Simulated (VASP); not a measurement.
# Pt in VASP: notebook

Pt is run at these levels: PBE; tasks: single point.

Everything below comes from runs of VASP 6.6.1. Logs are shortened: lines on timing, memory, paths and dates and some standing lists are left out, and cuts for length are marked.

## 1. The cell of the first run

The cell holds a slab with vacuum, 5 atoms: a = 2.808 Å, b = 2.808 Å, c = 23.942 Å, α = 90.00°, β = 90.00°, γ = 90.00°.

## 2. Single point, PBE

The input, INCAR:

```
SYSTEM = Pt
PREC = Accurate ; ENCUT = 520
EDIFF = 1E-6 ; ISMEAR = -1
SIGMA = 0.08 ; LREAL = .FALSE.
LASPH = .TRUE. ; NELM = 60
ALGO = Normal ; ISIF = 2
LWAVE = .FALSE. ; LCHARG = .FALSE.
LDIPOL = .TRUE. ; IDIPOL = 3
DIPOL = 0.5 0.5 0.500 ; GGA = PE
NBANDS = 33
```

The input, KPOINTS:

```
Automatic mesh
0
G
  12 12 1
  0 0 0
```

The input, POSCAR:

```
Pt
1.0
    2.8080030018      0.0000000000      0.0000000000
    0.0000000000      2.8080030018      0.0000000000
    0.0000000000      0.0000000000     23.9422000000
Pt
5
Direct
    0.0000000000      0.0000000000      0.3366330712
    0.5000000000      0.5000000000      0.4175861933
    0.0000000000      0.0000000000      0.5000000008
    0.5000000000      0.5000000000      0.5824138035
    0.0000000000      0.0000000000      0.6633669312
```

Potentials or basis: VASP PAW PBE potentials, release 64 (Pt).

Started as:

```bash
$ cat potpaw_PBE.64/Pt/POTCAR > POTCAR
$ mpirun -np 1 vasp_std > vasp.out
```

OUTCAR:

```text
SYSTEM = Pt
   PREC = Accurate
   ENCUT = 520
   EDIFF = 1E-6
   ISMEAR = -1
   LREAL = .FALSE.
   LASPH = .TRUE.
   NELM = 60
   ISIF = 2
   GGA = PE

 ion  position               nearest neighbor table
   1  0.000  0.000  0.337-   2 2.77   2 2.77   2 2.77   2 2.77
   2  0.500  0.500  0.418-   1 2.77   1 2.77   1 2.77   1 2.77   3 2.80   3 2.80   3 2.80   3 2.80

   3  0.000  0.000  0.500-   4 2.80   4 2.80   4 2.80   4 2.80   2 2.80   2 2.80   2 2.80   2 2.80

   4  0.500  0.500  0.582-   5 2.77   5 2.77   5 2.77   5 2.77   3 2.80   3 2.80   3 2.80   3 2.80

   5  0.000  0.000  0.663-   4 2.77   4 2.77   4 2.77   4 2.77

  LATTYP: Found a simple tetragonal cell.
 ALAT       =     2.8080030018
 C/A-ratio  =     8.5264153865

  Lattice vectors:

 A1 = (   2.8080030018,   0.0000000000,   0.0000000000)
 A2 = (   0.0000000000,   2.8080030018,   0.0000000000)
 A3 = (   0.0000000000,   0.0000000000,  23.9422000000)

Analysis of symmetry for initial positions (statically):
=====================================================================
 Subroutine PRICEL returns:
 Original cell was already a primitive cell.

 Routine SETGRP: Setting up the symmetry group for a
 simple tetragonal supercell.

 Subroutine GETGRP returns: Found 16 space group operations
 (whereof 16 operations were pure point group operations)
 out of a pool of 16 trial point group operations.

The static configuration has the point symmetry D_4h.

Analysis of symmetry for dynamics (positions and initial velocities):
=====================================================================
 Subroutine PRICEL returns:
 Original cell was already a primitive cell.

 Routine SETGRP: Setting up the symmetry group for a
 simple tetragonal supercell.

 Subroutine GETGRP returns: Found 16 space group operations
 (whereof 16 operations were pure point group operations)
 out of a pool of 16 trial point group operations.

The dynamic configuration has the point symmetry D_4h.

 Subroutine INISYM returns: Found 16 space group operations
 (whereof 16 operations are pure point group operations),
 and found     1 'primitive' translations

----------------------------------------------------------------------------------------

                                     Primitive cell

  volume of cell :     188.7814

  direct lattice vectors                    reciprocal lattice vectors
     2.808003002  0.000000000  0.000000000     0.356124975  0.000000000  0.000000000
     0.000000000  2.808003002  0.000000000     0.000000000  0.356124975  0.000000000
     0.000000000  0.000000000 23.942200000     0.000000000  0.000000000  0.041767256

  length of vectors
     2.808003002  2.808003002 23.942200000     0.356124975  0.356124975  0.041767256

  position of ions in fractional coordinates (direct lattice)
     0.000000000  0.000000000  0.336633071
     0.500000000  0.500000000  0.417586193
     0.000000000  0.000000000  0.500000001
     0.500000000  0.500000000  0.582413804
     0.000000000  0.000000000  0.663366931

  ion indices of the primitive-cell ions
   primitive index   ion index
                 1           1
                 2           2
                 3           3
                 4           4
                 5           5

----------------------------------------------------------------------------------------

 KPOINTS: Automatic mesh

Automatic generation of k-mesh.
 Grid dimensions read from file:
 generate k-points for:   12   12    1

 Generating k-lattice:

  Cartesian coordinates                     Fractional coordinates (reciprocal lattice)
     0.029677081  0.000000000  0.000000000     0.083333333  0.000000000  0.000000000
     0.000000000  0.029677081  0.000000000     0.000000000  0.083333333  0.000000000
     0.000000000  0.000000000  0.041767256     0.000000000  0.000000000  1.000000000

  Length of vectors
     0.029677081  0.029677081  0.041767256

  Shift w.r.t. Gamma in fractional coordinates (k-lattice)
     0.000000000  0.000000000  0.000000000

 Subroutine IBZKPT returns following result:
 ===========================================

 Found     28 irreducible k-points:

 Following reciprocal coordinates:
            Coordinates               Weight
  0.000000  0.000000  0.000000      1.000000
  0.083333  0.000000  0.000000      4.000000
  0.166667  0.000000  0.000000      4.000000
  0.250000  0.000000  0.000000      4.000000
  0.333333  0.000000  0.000000      4.000000
  0.416667  0.000000  0.000000      4.000000
[... 16 lines left out ...]
  0.333333  0.333333  0.000000      4.000000
  0.416667  0.333333  0.000000      8.000000
 [... further k-points ...]
   k-points           NKPTS =     28   k-points in BZ     NKDIM =     28   number of bands    NBANDS=     33
   number of dos      NEDOS =    301   number of ions     NIONS =      5
   total plane-waves  NPLWV = 103680
   dimension x,y,z NGX =    24 NGY =   24 NGZ =  180
   dimension x,y,z NGXF=    48 NGYF=   48 NGZF=  360
   ions per type =               5
   NGX,Y,Z   is equivalent  to a cutoff of  14.21, 14.21, 12.50 a.u.
   NGXF,Y,Z  is equivalent  to a cutoff of  28.42, 28.42, 25.00 a.u.
 SYSTEM =  Pt
   PREC   = accura    normal or accurate (medium, high low for compatibility)
   ISTART =      0    job   : 0-new  1-cont  2-samecut
   ICHARG =      2    charge: 1-file 2-atom 10-const
   ISPIN  =      1    spin polarized calculation?
   LNONCOLLINEAR =      F non collinear calculations
   LSORBIT =      F    spin-orbit coupling
   LASPH  =      T    aspherical Exc in radial PAW
   ENCUT  =  520.0 eV  38.22 Ry    6.18 a.u.   5.22  5.22 44.52*2*pi/ulx,y,z
   NELM   =     60;   NELMIN=  2; NELMDL= -5     # of ELM steps
   EDIFF  = 0.1E-05   stopping-criterion for ELM
   LREAL  =      F    real-space projection
   EDIFFG = 0.1E-04   stopping-criterion for IOM
   NSW    =      0    number of steps for IOM
   IBRION =     -1    ionic relax: 0-MD 1-quasi-New 2-CG
   NFREE  =      0    steps in history (QN), initial steepest desc. (CG)
   ISIF   =      2    stress and relaxation
   ISYM   =      2    0-nonsym 1-usesym 2-fastsym
   POTIM  = 0.5000    time-step for ionic-motion
   TEBEG  =    0.0;   TEEND  =   0.0 temperature during run
   PSTRESS=    0.0 pullay stress
   NELECT =      50.0000    total number of electrons
   NUPDOWN=      -1.0000    fix difference up-down
   EMIN   =  10.00;   EMAX   =-10.00  energy-range for DOS
   EFERMI =   0.00;   METHOD = LEGACY
   ISMEAR =    -1;   SIGMA  =   0.08  broadening in eV -4-tet -1-fermi 0-gaus
   EFERMI_NEDOS =   21; number of points for ismear=-14 and -15
   IALGO  =     38    algorithm
   IMIX   =      4    mixing-type and parameters
     AMIX     =   0.40;   BMIX     =  1.00
     AMIX_MAG =   1.60;   BMIX_MAG =  1.00
  volume/ion in A,a.u.               =      37.76       254.79
  Fermi-wavevector in a.u.,A,eV,Ry     =   1.051345  1.986753 15.038867  1.105326
  Thomas-Fermi vector in A             =   2.186384
   LORBIT       =      0    0 simple, 1 ext, 2 COOP (PROOUT), +10 PAW based schemes
   GGA     = PE    functional components
   LHFCALC =     F    Hartree Fock is set to
   AEXX    =    0.0000 exact exchange contribution
   IVDW    =     0    specifies the selected vdW correction
   LEPSILON=     F    determine dielectric tensor
   LRPA    =     F    only Hartree local field effects (RPA)
 non-spin polarized calculation
  energy-cutoff  :      520.00
  volume of cell :      188.78
 maximum number of plane-waves:      5128
 NGX is ok and might be reduce to    24
   NGX = 11   NGY = 11   NGZ = 89

 number of electron      50.0000000 magnetization

 dipolmoment           0.000000      0.000000      0.000000 electrons x Angstroem

 Free energy of the ion-electron system (eV)
  ---------------------------------------------------
  ext. energy  EPLUGINS =         0.00000000
  ---------------------------------------------------
  free energy    TOTEN  =       -28.79464278 eV

  energy without entropy =      -28.61066482  energy(sigma->0) =      -28.70265380

 E-fermi :   1.0294     XC(G=0):  -6.2592

 val. band max:        1.0285359378   @ k =   0.5000   0.2500   0.0000
 cond. band min:       1.0388069461   @ k =   0.5000   0.0833   0.0000
 fundamental gap:      0.0102710083
 Fermi energy:         1.0294029716

 k-point     1 :       0.0000    0.0000    0.0000
  band No.  band energies     occupation
      1      -8.3992      2.00000
      2      -7.1236      2.00000
      3      -5.7566      2.00000
      4      -5.2249      2.00000
      5      -5.0976      2.00000
      6      -4.9506      2.00000
[... 25 lines left out ...]
     32       6.4761      0.00000
     33       6.8324      0.00000

 k-point     2 :       0.0833    0.0000    0.0000
  band No.  band energies     occupation
      1      -8.2266      2.00000
      2      -6.9728      2.00000
      3      -5.6259      2.00000
      4      -5.1028      2.00000
      5      -4.9836      2.00000
      6      -4.8213      2.00000
[... 25 lines left out ...]
     32       6.6075      0.00000
     33       6.9858      0.00000

 k-point     3 :       0.1667    0.0000    0.0000
  band No.  band energies     occupation
      1      -7.7361      2.00000
      2      -6.5787      2.00000
      3      -5.3577      2.00000
      4      -4.8514      2.00000
      5      -4.6187      2.00000
      6      -4.5934      2.00000
[... 25 lines left out ...]
     32       6.9926      0.00000
     33       7.4525      0.00000

 k-point     4 :       0.2500    0.0000    0.0000
  band No.  band energies     occupation
      1      -7.0153      2.00000
      2      -6.1240      2.00000
      3      -5.2047      2.00000
      4      -4.6054      2.00000
      5      -4.5037      2.00000
      6      -3.9826      2.00000
[... 673 lines left out ...]
     32       6.7306      0.00000
     33       7.6794      0.00000

 k-point    23 :       0.3333    0.3333    0.0000
  band No.  band energies     occupation
      1      -5.1220      2.00000
      2      -4.6149      2.00000
      3      -4.4865      2.00000
      4      -4.4419      2.00000
      5      -4.1573      2.00000
      6      -3.9546      2.00000
[... 25 lines left out ...]
     32       9.2026      0.00000
     33       9.4196      0.00000

 k-point    24 :       0.4167    0.3333    0.0000
  band No.  band energies     occupation
      1      -5.1002      2.00000
      2      -4.8863      2.00000
      3      -4.7083      2.00000
      4      -4.6822      2.00000
      5      -4.1844      2.00000
      6      -4.1289      2.00000
[... 25 lines left out ...]
     32       7.8677      0.00000
     33       8.7635      0.00000

 [... further k-points ...]

------------------------ aborting loop because EDIFF is reached ----------------------------------------

 vacuum level on the upper side and lower side of the slab       (xc-potential included)        -0.156        -0.156

  FORCE on cell =-STRESS in cart. coord.  units (eV):
  Direction    XX          YY          ZZ          XY          YZ          ZX
  --------------------------------------------------------------------------------------
  -------------------------------------------------------------------------------------
  Total       -3.2891382     -3.2891382     -0.2065992      0.0000000      0.0000000      0.0000000
  in kB      -27.9147352    -27.9147352     -1.7533963      0.0000000      0.0000000      0.0000000
  external PRESSURE =     -19.1942889 kB  Pullay stress =       0.0000000 kB

 VOLUME and BASIS-vectors are now :
 -----------------------------------------------------------------------------
  energy-cutoff  :      520.00
  volume of cell :      188.78
      direct lattice vectors                 reciprocal lattice vectors
     2.808003002  0.000000000  0.000000000     0.356124975  0.000000000  0.000000000
     0.000000000  2.808003002  0.000000000     0.000000000  0.356124975  0.000000000
     0.000000000  0.000000000 23.942200000     0.000000000  0.000000000  0.041767256

 POSITION                                       TOTAL-FORCE (eV/Angst)
 -----------------------------------------------------------------------------------
      0.00000      0.00000      8.05974        -0.000000      0.000000      0.017921
      1.40400      1.40400      9.99793        -0.000000     -0.000000      0.000508
      0.00000      0.00000     11.97110        -0.000000      0.000000      0.000000
      1.40400      1.40400     13.94427         0.000000     -0.000000     -0.000508
      0.00000      0.00000     15.88246        -0.000000      0.000000     -0.017921
 -----------------------------------------------------------------------------------
    total drift:                                0.000000      0.000000      0.000004

  FREE ENERGIE OF THE ION-ELECTRON SYSTEM (eV)
  ---------------------------------------------------
  free  energy   TOTEN  =       -28.7946427811 eV

  energy  without entropy=      -28.6106648227  energy(sigma->0) =      -28.70265380

 vacuum level on the upper side and lower side of the slab         6.580         6.580
```

Wall time 2.5 min (1 thread of Intel Xeon 6975P-C (Granite Rapids), shared host); peak memory 0.37 GiB.

Results:

| Quantity | Value |
| --- | --- |
| Free energy | -28.7946 eV |
| Largest force | 0.018 eV/Å |
| Band gap on the k mesh | zero (band 25 reaches 1.99 eV, above the bottom of band 26 at 0.56 eV) |

Forces in eV/Å, atoms in the order of the input:
```
Pt   0.000  0.000  0.018
Pt   0.000  0.000  0.001
Pt   0.000  0.000  0.000
Pt   0.000  0.000 -0.001
Pt   0.000  0.000 -0.018
```

Caveat: spin-orbit coupling is left out, which moves the levels of the heavy elements.

## 3. Single point, PBE

The input, INCAR:

```
PREC     = Accurate       # precision mode
ENCUT    = 520            # plane-wave cutoff, eV
EDIFF    = 1E-6           # SCF threshold, eV
ISMEAR   = -1             # smearing method
SIGMA    = 0.08           # smearing width, eV
LREAL    = False          # projectors in reciprocal space
LASPH    = True           # aspherical terms in the spheres
NELM     = 80             # most SCF steps
ALGO     = Normal         # electronic algorithm
ISIF     = 2              # what is computed and relaxed
LWAVE    = False          # write WAVECAR
LCHARG   = True           # write CHGCAR
GGA      = PE             # functional
LELF     = True           # ELF
LVHAR    = True         
NBANDS   = 33             # bands
```

The input, KPOINTS:

```
Automatic mesh
0
Gamma
  12 12 1
```

POSCAR is that of step 2.

Potentials or basis: VASP PAW PBE potentials, release 64 (Pt).

Started as:

```bash
$ cat potpaw_PBE.64/Pt/POTCAR > POTCAR
$ mpirun -np 1 vasp_std > vasp.out
```

Run time: 2.4 min. Hardware: 1 thread of Intel Xeon 6975P-C (Granite Rapids), shared host; peak memory 0.36 GiB.

Results (log left out):

```
Free energy            : -28.7946 eV
Largest force          : 0.018 eV/Å
Band gap on the k mesh : zero (band 25 reaches 1.99 eV, above the bottom of band 26 at 0.56 eV)
```

Forces in eV/Å, atoms in the order of the input:
```
Pt   0.000  0.000  0.018
Pt   0.000  0.000  0.001
Pt   0.000  0.000  0.000
Pt   0.000  0.000 -0.001
Pt   0.000  0.000 -0.018
```

Levels at points of the mesh, in eV from the Fermi level:
```csv
k point,band 23,band 24,band 25,band 26,band 27,band 28
"(0.00, 0.00, 0.00)",-0.56,-0.35,-0.35,0.00,0.10,0.31
"(0.50, 0.00, 0.00)",-0.20,-0.11,0.07,0.45,1.31,1.59
"(0.50, 0.50, 0.00)",0.42,0.96,0.96,2.95,2.95,5.24
```

Caveat: spin-orbit coupling is left out, which moves the levels of the heavy elements.
